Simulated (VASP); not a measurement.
# Mg2ZnO3 (P-3m1) in VASP: single point with LDA

Aim: the single point of Mg2ZnO3 with LDA.

Program: VASP 6.6.1. These are calculated values, not measurements. Logs are shortened: lines on timing, memory, paths and dates and some standing lists are left out, and cuts for length are marked.

## (1) The cell of the first run

Symmetry: P-3m1, No. 164, trigonal system. Conventional cell: a = 3.033 Å, b = 3.033 Å, c = 7.403 Å, α = 90.00°, β = 90.00°, γ = 120.00°. Within 2.8 Å of Mg (site symmetry 3m) lie 6 O at 2.12 to 2.14 Å. Zn (site symmetry -3m) has 6 O at 2.17 Å within 2.9 Å. Within 2.8 Å of O (site symmetry 3m) lie 3 Mg at 2.12 Å and 3 Zn at 2.17 Å. Within 2.8 Å of O (site symmetry -3m) lie 6 Mg at 2.14 Å.

## (2) Single point, LDA

INCAR

```
ALGO     = Normal         # electronic algorithm
EDIFF    = 1E-6           # SCF threshold, eV
ENCUT    = 750            # plane-wave cutoff, eV
GGA_COMPAT= False        
ISIF     = 2              # what is computed and relaxed
ISMEAR   = 0              # smearing method
LASPH    = True           # aspherical terms in the spheres
LCHARG   = False          # write CHGCAR
LREAL    = False          # projectors in reciprocal space
LWAVE    = False          # write WAVECAR
NBANDS   = 34             # bands
NELM     = 120            # most SCF steps
PREC     = Accurate       # precision mode
SIGMA    = 0.05           # smearing width, eV
```

KPOINTS

```
k-points
0
Gamma
  9 9 4
```

POSCAR

```
Mg2ZnO3
1.0
    3.0329985910      0.0000000000      0.0000000000
   -1.5164992955      2.6266538294      0.0000000000
    0.0000000000      0.0000000000      7.4033160000
Mg Zn O
2 1 3
Direct
    0.3333333300      0.6666666700      0.6658000000
    0.6666666700      0.3333333300      0.3342000000
    0.0000000000      0.0000000000      0.0000000000
    0.3333333300      0.6666666700      0.1726190000
    0.6666666700      0.3333333300      0.8273810000
    0.0000000000      0.0000000000      0.5000000000
```

Potentials or basis: VASP PAW LDA potentials, release 64 (Mg_sv, Zn, O).

On the command line:

```bash
$ cat potpaw_LDA.64/Mg_sv/POTCAR potpaw_LDA.64/Zn/POTCAR potpaw_LDA.64/O/POTCAR > POTCAR
$ mpirun -np 1 vasp_std > vasp.out
```

OUTCAR:

```text
EDIFF = 1E-6
   ENCUT = 750
   ISIF = 2
   ISMEAR = 0
   LASPH = True
   LREAL = False
   NELM = 120
   PREC = Accurate

 ion  position               nearest neighbor table
   1  0.333  0.667  0.666-   5 2.12   5 2.12   5 2.12
   2  0.667  0.333  0.334-   4 2.12   4 2.12   4 2.12
   3  0.000  0.000  0.000-   4 2.17   5 2.17   4 2.17   5 2.17   5 2.17   4 2.17
   4  0.333  0.667  0.173-   2 2.12   2 2.12   2 2.12   3 2.17   3 2.17   3 2.17
   5  0.667  0.333  0.827-   1 2.12   1 2.12   1 2.12   3 2.17   3 2.17   3 2.17
   6  0.000  0.000  0.500-

  LATTYP: Found a hexagonal cell.
 ALAT       =     3.0329985910
 C/A-ratio  =     2.4409229935

  Lattice vectors:

 A1 = (   3.0329985910,   0.0000000000,   0.0000000000)
 A2 = (  -1.5164992955,   2.6266538294,   0.0000000000)
 A3 = (   0.0000000000,   0.0000000000,   7.4033160000)

Analysis of symmetry for initial positions (statically):
=====================================================================
 Subroutine PRICEL returns:
 Original cell was already a primitive cell.

 Routine SETGRP: Setting up the symmetry group for a
 hexagonal supercell.

 Subroutine GETGRP returns: Found 12 space group operations
 (whereof 12 operations were pure point group operations)
 out of a pool of 24 trial point group operations.

The static configuration has the point symmetry D_3d.

Analysis of symmetry for dynamics (positions and initial velocities):
=====================================================================
 Subroutine PRICEL returns:
 Original cell was already a primitive cell.

 Routine SETGRP: Setting up the symmetry group for a
 hexagonal supercell.

 Subroutine GETGRP returns: Found 12 space group operations
 (whereof 12 operations were pure point group operations)
 out of a pool of 24 trial point group operations.

The dynamic configuration has the point symmetry D_3d.

 Subroutine INISYM returns: Found 12 space group operations
 (whereof 12 operations are pure point group operations),
 and found     1 'primitive' translations

----------------------------------------------------------------------------------------

                                     Primitive cell

  volume of cell :      58.9795

  direct lattice vectors                    reciprocal lattice vectors
     3.032998591  0.000000000  0.000000000     0.329706714  0.190356260  0.000000000
    -1.516499296  2.626653829  0.000000000     0.000000000  0.380712521  0.000000000
     0.000000000  0.000000000  7.403316000     0.000000000  0.000000000  0.135074607

  length of vectors
     3.032998591  3.032998591  7.403316000     0.380712521  0.380712521  0.135074607

  position of ions in fractional coordinates (direct lattice)
     0.333333330  0.666666670  0.665800000
     0.666666670  0.333333330  0.334200000
     0.000000000  0.000000000  0.000000000
     0.333333330  0.666666670  0.172619000
     0.666666670  0.333333330  0.827381000
     0.000000000  0.000000000  0.500000000

  ion indices of the primitive-cell ions
   primitive index   ion index
                 1           1
                 2           2
                 3           3
                 4           4
                 5           5
                 6           6

----------------------------------------------------------------------------------------

 KPOINTS: k-points

Automatic generation of k-mesh.
 Grid dimensions read from file:
 generate k-points for:    9    9    4

 Generating k-lattice:

  Cartesian coordinates                     Fractional coordinates (reciprocal lattice)
     0.036634079  0.021150696  0.000000000     0.111111111  0.000000000  0.000000000
     0.000000000  0.042301391  0.000000000     0.000000000  0.111111111  0.000000000
     0.000000000  0.000000000  0.033768652     0.000000000  0.000000000  0.250000000

  Length of vectors
     0.042301391  0.042301391  0.033768652

  Shift w.r.t. Gamma in fractional coordinates (k-lattice)
     0.000000000  0.000000000  0.000000000

 Subroutine IBZKPT returns following result:
 ===========================================

 Found     43 irreducible k-points:

 Following reciprocal coordinates:
            Coordinates               Weight
  0.000000  0.000000  0.000000      1.000000
  0.111111  0.000000  0.000000      6.000000
  0.222222  0.000000  0.000000      6.000000
  0.333333  0.000000  0.000000      6.000000
  0.444444  0.000000  0.000000      6.000000
  0.111111  0.111111  0.000000      6.000000
[... 16 lines left out ...]
  0.222222  0.111111  0.250000     12.000000
 -0.111111  0.333333  0.250000     12.000000
 [... further k-points ...]
   k-points           NKPTS =     43   k-points in BZ     NKDIM =     43   number of bands    NBANDS=     34
   number of dos      NEDOS =    301   number of ions     NIONS =      6
   total plane-waves  NPLWV =  54880
   dimension x,y,z NGX =    28 NGY =   28 NGZ =   70
   dimension x,y,z NGXF=    56 NGYF=   56 NGZF=  140
   ions per type =               2   1   3
   NGX,Y,Z   is equivalent  to a cutoff of  15.35, 15.35, 15.72 a.u.
   NGXF,Y,Z  is equivalent  to a cutoff of  30.69, 30.69, 31.44 a.u.
 SYSTEM =  unknown system
   PREC   = accura    normal or accurate (medium, high low for compatibility)
   ISTART =      0    job   : 0-new  1-cont  2-samecut
   ICHARG =      2    charge: 1-file 2-atom 10-const
   ISPIN  =      1    spin polarized calculation?
   LNONCOLLINEAR =      F non collinear calculations
   LSORBIT =      F    spin-orbit coupling
   LASPH  =      T    aspherical Exc in radial PAW
   ENCUT  =  750.0 eV  55.12 Ry    7.42 a.u.   6.77  6.77 16.53*2*pi/ulx,y,z
   NELM   =    120;   NELMIN=  2; NELMDL= -5     # of ELM steps
   EDIFF  = 0.1E-05   stopping-criterion for ELM
   LREAL  =      F    real-space projection
   EDIFFG = 0.1E-04   stopping-criterion for IOM
   NSW    =      0    number of steps for IOM
   IBRION =     -1    ionic relax: 0-MD 1-quasi-New 2-CG
   NFREE  =      0    steps in history (QN), initial steepest desc. (CG)
   ISIF   =      2    stress and relaxation
   ISYM   =      2    0-nonsym 1-usesym 2-fastsym
   POTIM  = 0.5000    time-step for ionic-motion
   TEBEG  =    0.0;   TEEND  =   0.0 temperature during run
   PSTRESS=    0.0 pullay stress
   NELECT =      50.0000    total number of electrons
   NUPDOWN=      -1.0000    fix difference up-down
   EMIN   =  10.00;   EMAX   =-10.00  energy-range for DOS
   EFERMI =   0.00;   METHOD = LEGACY
   ISMEAR =     0;   SIGMA  =   0.05  broadening in eV -4-tet -1-fermi 0-gaus
   EFERMI_NEDOS =   21; number of points for ismear=-14 and -15
   IALGO  =     38    algorithm
   IMIX   =      4    mixing-type and parameters
     AMIX     =   0.40;   BMIX     =  1.00
     AMIX_MAG =   1.60;   BMIX_MAG =  1.00
  volume/ion in A,a.u.               =       9.83        66.34
  Fermi-wavevector in a.u.,A,eV,Ry     =   1.549403  2.927947 32.662821  2.400650
  Thomas-Fermi vector in A             =   2.654215
   LORBIT       =      0    0 simple, 1 ext, 2 COOP (PROOUT), +10 PAW based schemes
   GGA     = CA    functional components
   LHFCALC =     F    Hartree Fock is set to
   AEXX    =    0.0000 exact exchange contribution
   IVDW    =     0    specifies the selected vdW correction
   LEPSILON=     F    determine dielectric tensor
   LRPA    =     F    only Hartree local field effects (RPA)
 non-spin polarized calculation
 Gauss-broadening in eV      SIGMA  =   0.05
  energy-cutoff  :      750.00
  volume of cell :       58.98
 maximum number of plane-waves:      2793
 NGX is ok and might be reduce to    28
   NGX = 13   NGY = 13   NGZ = 33

 number of electron      50.0000008 magnetization

 Free energy of the ion-electron system (eV)
  ---------------------------------------------------
  ext. energy  EPLUGINS =         0.00000000
  ---------------------------------------------------
  free energy    TOTEN  =       -36.71034548 eV

  energy without entropy =      -36.71034548  energy(sigma->0) =      -36.71034548

 E-fermi :   2.6267     XC(G=0): -12.0424

 val. band max:        2.2973973473   @ k =   0.0000   0.0000   0.5000
 cond. band min:       5.1327322445   @ k =   0.0000   0.0000   0.0000
 fundamental gap:      2.8353348973
 Fermi energy:         2.6267333087

 k-point     1 :       0.0000    0.0000    0.0000
  band No.  band energies     occupation
      1     -69.4853      2.00000
      2     -69.4812      2.00000
      3     -37.0160      2.00000
      4     -36.9780      2.00000
      5     -36.9626      2.00000
      6     -36.9626      2.00000
[... 26 lines left out ...]
     33      17.6101      0.00000
     34      17.6101      0.00000

 k-point     2 :       0.1111    0.0000    0.0000
  band No.  band energies     occupation
      1     -69.4845      2.00000
      2     -69.4807      2.00000
      3     -37.0138      2.00000
      4     -36.9790      2.00000
      5     -36.9675      2.00000
      6     -36.9644      2.00000
[... 26 lines left out ...]
     33      16.6027      0.00000
     34      16.9796      0.00000

 k-point     3 :       0.2222    0.0000    0.0000
  band No.  band energies     occupation
      1     -69.4827      2.00000
      2     -69.4795      2.00000
      3     -37.0089      2.00000
      4     -36.9893      2.00000
      5     -36.9795      2.00000
      6     -36.9730      2.00000
[... 26 lines left out ...]
     33      15.1601      0.00000
     34      16.7269      0.00000
[... 704 lines left out ...]
 k-point    23 :       0.2222    0.1111    0.2500
  band No.  band energies     occupation
      1     -69.4813      2.00000
      2     -69.4787      2.00000
      3     -37.0068      2.00000
      4     -36.9979      2.00000
      5     -36.9887      2.00000
      6     -36.9748      2.00000
[... 26 lines left out ...]
     33      14.8192      0.00000
     34      16.4049      0.00000

 k-point    24 :      -0.1111    0.3333    0.2500
  band No.  band energies     occupation
      1     -69.4813      2.00000
      2     -69.4787      2.00000
      3     -37.0069      2.00000
      4     -36.9979      2.00000
      5     -36.9888      2.00000
      6     -36.9748      2.00000
[... 26 lines left out ...]
     33      15.0725      0.00000
     34      16.3642      0.00000

 [... further k-points ...]
[... 5 lines left out ...]
  --------------------------------------------------------------------------------------
  -------------------------------------------------------------------------------------
  Total       -4.2620348     -4.2620348     -4.3246538      0.0000000     -0.0000000      0.0000000
  in kB     -115.7780508   -115.7780508   -117.4790944      0.0000000     -0.0000000      0.0000000
  external PRESSURE =    -116.3450653 kB  Pullay stress =       0.0000000 kB

 VOLUME and BASIS-vectors are now :
 -----------------------------------------------------------------------------
  energy-cutoff  :      750.00
  volume of cell :       58.98
      direct lattice vectors                 reciprocal lattice vectors
     3.032998591  0.000000000  0.000000000     0.329706714  0.190356260  0.000000000
    -1.516499296  2.626653829  0.000000000     0.000000000  0.380712521  0.000000000
     0.000000000  0.000000000  7.403316000     0.000000000  0.000000000  0.135074607

 POSITION                                       TOTAL-FORCE (eV/Angst)
 -----------------------------------------------------------------------------------
     -0.00000      1.75110      4.92913        -0.000000     -0.000000      0.013151
      1.51650      0.87555      2.47419         0.000000      0.000000     -0.013151
      0.00000      0.00000      0.00000        -0.000000      0.000000      0.000000
     -0.00000      1.75110      1.27795         0.000000     -0.000000     -0.209441
      1.51650      0.87555      6.12536        -0.000000      0.000000      0.209441
      0.00000      0.00000      3.70166        -0.000000      0.000000      0.000000
 -----------------------------------------------------------------------------------
    total drift:                               -0.000000      0.000000      0.000000

  FREE ENERGIE OF THE ION-ELECTRON SYSTEM (eV)
  ---------------------------------------------------
  free  energy   TOTEN  =       -36.7103454801 eV

  energy  without entropy=      -36.7103454801  energy(sigma->0) =      -36.71034548
```

Wall time 57 s (1 thread of Intel Xeon 6975P-C (Granite Rapids), shared host); peak memory 0.27 GiB.

What came out:

- Free energy: -36.7103 eV
- Pressure: -11.6 GPa
- Largest force: 0.209 eV/Å
- Band gap on the k mesh: 2.84 eV (least direct gap 2.93 eV)

Forces in eV/Å, atoms in the order of the input:
```
Mg   0.000  0.000  0.013
Mg   0.000  0.000 -0.013
Zn   0.000  0.000  0.000
O    0.000  0.000 -0.209
O    0.000  0.000  0.209
O    0.000  0.000  0.000
```

Caveat: the cell stands under tension; an odd mesh through Γ misses points on the zone boundary, where band edges can lie.
